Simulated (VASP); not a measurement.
A run of VASP 6.6.1:

The input POSCAR:

```
LiIn
1.0
    0.0000000000      3.4115450000      3.4115450000
    3.4115450000      0.0000000000      3.4115450000
    3.4115450000      3.4115450000      0.0000000000
In Li
2 2
Direct
    0.0000000000      0.0000000000      0.0000000000
    0.2500000000      0.2500000000      0.2500000000
    0.5000000000      0.5000000000      0.5000000000
    0.7500000000      0.7500000000      0.7500000000
```

Contents of INCAR.step1:

```
PREC = Accurate
ENCUT = 520
ISMEAR = -1
SIGMA = 0.111
LREAL = False
LASPH = True
NELM = 60
NBANDS = 24
GGA = PE
ALGO = Normal
EDIFF = 1E-4
LWAVE = True
LCHARG = False
```

File INCAR.step2:

```
PREC = Accurate
ENCUT = 520
EDIFF = 1E-6
ISMEAR = -1
SIGMA = 0.111
LREAL = False
LASPH = True
NELM = 60
ALGO = Normal
ISIF = 2
LWAVE = False
LCHARG = False
METAGGA = R2SCAN
LMIXTAU = True
NBANDS = 24
ISTART = 1
```

Contents of KPOINTS:

```
Automatic mesh
0
Gamma
  9 9 9
```

Potentials or basis: VASP PAW PBE potentials, release 64 (In_d, Li_sv).

Launch:

```bash
$ cat potpaw_PBE.64/In_d/POTCAR potpaw_PBE.64/Li_sv/POTCAR > POTCAR
$ cp INCAR.step1 INCAR
$ mpirun -np 1 vasp_std > vasp.out
$ cp INCAR.step2 INCAR
$ mpirun -np 1 vasp_std > vasp.out
```

Hardware: 1 thread of Intel(R) Xeon(R) Platinum 8259CL CPU @ 2.50GHz (Skylake/Cascade Lake), on a shared host.

Problem. Estimate the wall time of this run.

Solution. It took 5 min on 1 thread of Intel(R) Xeon(R) Platinum 8259CL CPU @ 2.50GHz (Skylake/Cascade Lake), on a shared host, peak memory 0.24 GiB. Counts: k points 35.
